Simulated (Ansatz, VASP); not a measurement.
BaS: VASP beside Ansatz

File POSCAR:

```
BaS
1.0
    0.0000000000      3.2117958739      3.0248693541
    3.2117958739      0.0000000000      3.0248693541
    3.2117958739      3.2117958739      0.0000000000
Ba S
1 1
Direct
    0.0000000000      0.0000000000      0.0000000000
    0.5000000000      0.5000000000      0.5000000000
```

File INCAR.step1:

```
PREC = Accurate ; ENCUT = 520
EDIFF = 1E-5 ; ISMEAR = 0
SIGMA = 0.01 ; LREAL = False
LASPH = True ; NELM = 100
ALGO = Normal ; ISIF = 2
LWAVE = True ; LCHARG = False
NBANDS = 15 ; GGA = PE
KPAR = 4
```

The input INCAR.step2:

```
PREC = Accurate ; ENCUT = 520
EDIFF = 1E-7 ; ISMEAR = 0
SIGMA = 0.01 ; LREAL = False
LASPH = True ; NELM = 100
ALGO = Normal ; ISIF = 2
LWAVE = False ; LCHARG = False
GGA = PE ; LHFCALC = True
HFSCREEN = 0.2079 ; PRECFOCK = Normal
NBANDS = 15 ; ISTART = 1
KPAR = 4
```

Contents of KPOINTS:

```
regular mesh
0
Gamma
  6 6 6
```

Input for Ansatz:

```yaml
crystal:
  lattice:
    - [0.0, 3.2117958739, 3.0248693541]
    - [3.2117958739, 0.0, 3.0248693541]
    - [3.2117958739, 3.2117958739, 0.0]
  atoms:
    - { symbol: Ba, position: [0.0, 0.0, 0.0] }
    - { symbol: S, position: [0.5, 0.5, 0.5] }
kpoints:
  mp_grid: { grid: [6, 6, 6] }
  band_path:
    path:
      - [0.0, 0.0, 0.0]
      - [0.5, 0.0, 0.5]
      - [0.625, 0.25, 0.625]
      - [0.375, 0.375, 0.75]
      - [0.5, 0.5, 0.5]
      - [0.5, 0.25, 0.75]
      - [0.5, 0.5, 0.0]
    npoints: 1
hamiltonian:
  xc: hse06
scf:
  occupations: { method: fixed }
  n_extra_bands: 4
output:
  forces: true
  stress: true
  eigenvalues: true
```

Change from the starting cell: uniaxial_z strain -5.8%.

Alike in both runs: task single point; functional HSE06; k mesh 6 × 6 × 6; no spin polarisation.

```csv
,VASP,Ansatz
version,VASP 6.6.1,Ansatz 0.2.0
potentials or method,"VASP PAW PBE potentials, release 64 (Ba_sv, S)","plane waves, PAW"
plane-wave cutoff (eV),520,420
occupations,"gaussian, width 0.01 eV",fixed
valence electrons in the cell,16,16
```

VASP gave:

```
gap on the k mesh at the Fermi level (eV)                     : 2.72
pressure (GPa)                                                : 3.8
traceless stress, the component that is largest in VASP (GPa) : 4.92
```

**Question.** Estimate Ansatz's values.

**Answer.** gap on the k mesh at the Fermi level (eV): 2.84; pressure (GPa): 3.1; traceless stress, the component that is largest in VASP (GPa): 4.54.

Ansatz's warnings: stress exchange threshold loose, stress scf threshold loose.

Neither program's run includes spin-orbit coupling.
